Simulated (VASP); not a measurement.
As: single point with LDA

Crystal: As.

```
As
1.0
     1.78132    1.02845    3.30325
    -1.78132    1.02845    3.30325
     0.00000   -2.05690    3.30325
As
2
Direct
  0.22754 0.22754 0.22754
  0.77246 0.77246 0.77246
```

```
Program             : VASP 6.6.1
Task                : single point
Functional          : LDA
Potentials or basis : VASP PAW LDA potentials, release 64 (As)
Cutoff              : 500 eV
k mesh              : 3 × 3 × 3
Occupations         : methfessel-paxton, width 0.044 eV
Spin                : collinear spin
Starting moments    : [0.0, 3.0] μB
```

```
Pressure                                              : 19.2 GPa
Largest force                                         : 0.862 eV/Å
Band gap on the k mesh                                : 0.98 eV, indirect (least direct gap 1.31 eV)
Net moment                                            : 0.00 μB per cell
Valence electrons inside the program's atomic spheres : As 2.85
```

Forces in eV/Å, atoms in the order of the input:
```
As   0.000  0.000  0.862
As   0.000  0.000 -0.862
```

Stress tensor (GPa, compression positive):
```
24.11  0.00  0.00
 0.00 24.11  0.00
 0.00  0.00  9.44
```

Levels at points of the mesh, in eV from the valence-band top:
Spin up:
```csv
k point,band 3,band 4,band 5,band 6,band 7,band 8
"(0.00, 0.00, 0.00)",-2.93,-2.09,-2.09,2.10,3.45,3.45
```
Spin down:
```csv
k point,band 2,band 3,band 4,band 5,band 6,band 7,band 8,band 9
"(0.00, 0.00, 0.00)",-4.74,-2.93,-2.09,-2.09,2.10,3.45,3.45,6.91
```

Run time: 8.6 s on 1 thread of Intel(R) Xeon(R) Platinum 8375C CPU @ 2.90GHz (Ice Lake), on a shared host, peak memory 0.14 GiB.

Caveat: the k points lie up to 0.71 Å⁻¹ apart. A k mesh can miss the band edges.
